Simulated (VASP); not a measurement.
Here is a VASP 6.6.1 calculation.

The input INCAR:

```
SYSTEM = Cu2H3
PREC     = Accurate       ! precision mode
ENCUT    = 520            ! plane-wave cutoff, eV
EDIFF    = 1E-7           ! SCF threshold, eV
ISMEAR   = 0              ! smearing method
SIGMA    = 0.1            ! smearing width, eV
LREAL    = .FALSE.        ! projectors in reciprocal space
LASPH    = .TRUE.         ! aspherical terms in the spheres
NELM     = 100            ! most SCF steps
ALGO     = Normal         ! electronic algorithm
ISIF     = 2              ! what is computed and relaxed
LWAVE    = .FALSE.        ! write WAVECAR
LCHARG   = .FALSE.        ! write CHGCAR
GGA      = PE             ! functional
NBANDS   = 20             ! bands
```

The input KPOINTS:

```
regular mesh
0
G
  6 6 6
  0 0 0
```

POSCAR

```
Cu2H3
1.0
    2.4835747900      1.4338925700      2.0055742700
   -2.4835747900      1.4338925700      2.0055742700
    0.0000000000     -2.8677851400      2.0055742700
Cu H
2 3
Direct
    0.2599999900      0.2599999900      0.2599999900
    0.7400000100      0.7400000100      0.7400000100
    0.0000000000      0.2500000000      0.7500000000
    0.7500000000      0.0000000000      0.2500000000
    0.2500000000      0.7500000000      0.0000000000
```

Potentials or basis: VASP PAW PBE potentials, release 64 (Cu, H).

The run is started by

```sh
$ cat potpaw_PBE.64/Cu/POTCAR potpaw_PBE.64/H/POTCAR > POTCAR
$ mpirun -np 1 vasp_std > vasp.out
```

Task: What does it give for the pressure?

Result: -12.8 GPa.

Task: Predict the largest force.

Result: 0.735 eV/Å.

Stress tensor (GPa, compression positive):
```
-17.49   0.00   0.00
  0.00 -17.49   0.00
  0.00   0.00  -3.35
```

Caveat: the stress differs along the axes, from -17 to -3 GPa.
